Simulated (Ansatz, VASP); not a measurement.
**BN: VASP beside Ansatz**

The input INCAR:

```
PREC = Accurate
ENCUT = 520
EDIFF = 1E-8
ISMEAR = -1
SIGMA = 0.03
LREAL = F
LASPH = T
NELM = 80
ALGO = Normal
ISIF = 2
LWAVE = F
LCHARG = F
GGA = PE
LEFG = T
NBANDS = 11
```

Contents of KPOINTS:

```
Automatic mesh
0
Gamma
  16 16 16
```

POSCAR

```
BN
1.0
    0.0000000000      1.8001893609      1.8001893609
    1.8001893609      0.0000000000      1.8001893609
    1.8001893609      1.8001893609      0.0000000000
B N
1 1
Direct
    0.0000000000      0.0000000000      0.0000000000
    0.2500000000      0.2500000000      0.2500000000
```

Input for Ansatz:

```yaml
crystal:
  lattice:
    - [0.0, 1.8001893609, 1.8001893609]
    - [1.8001893609, 0.0, 1.8001893609]
    - [1.8001893609, 1.8001893609, 0.0]
  atoms:
    - { symbol: B, position: [0.0, 0.0, 0.0] }
    - { symbol: "N", position: [0.25, 0.25, 0.25] }
kpoints:
  mp_grid: { grid: [16, 16, 16] }
scf:
  occupations: { method: fermi_dirac, width: 0.03 }
hamiltonian:
  xc: pbe
  pseudopotentials: { kind: paw }
output:
  forces: true
  stress: true
  eigenvalues: true
  efg: { contact_densities: true }
```

Change from the starting cell: volume scaled by 0.98, PAW files.

Alike in both runs: task electric field gradients; functional PBE; k mesh 16 × 16 × 16; occupations fermi-dirac, width 0.03 eV; no spin polarisation.

|  | VASP | Ansatz |
| --- | --- | --- |
| version | VASP 6.6.1 | Ansatz 0.2.0 |
| potentials or method | VASP PAW PBE potentials, release 64 (B, N) | PAW with Ansatz's default frozen-core files, scalar-relativistic |
| plane-wave cutoff (eV) | 520 | 420 |
| valence electrons in the cell | 8 | 8 |

Ansatz gave:

- gap on the k mesh at the Fermi level (eV): 4.48
- pressure (GPa): 7.8

Estimate VASP's values.

gap on the k mesh at the Fermi level (eV): 4.47; pressure (GPa): 8.1.
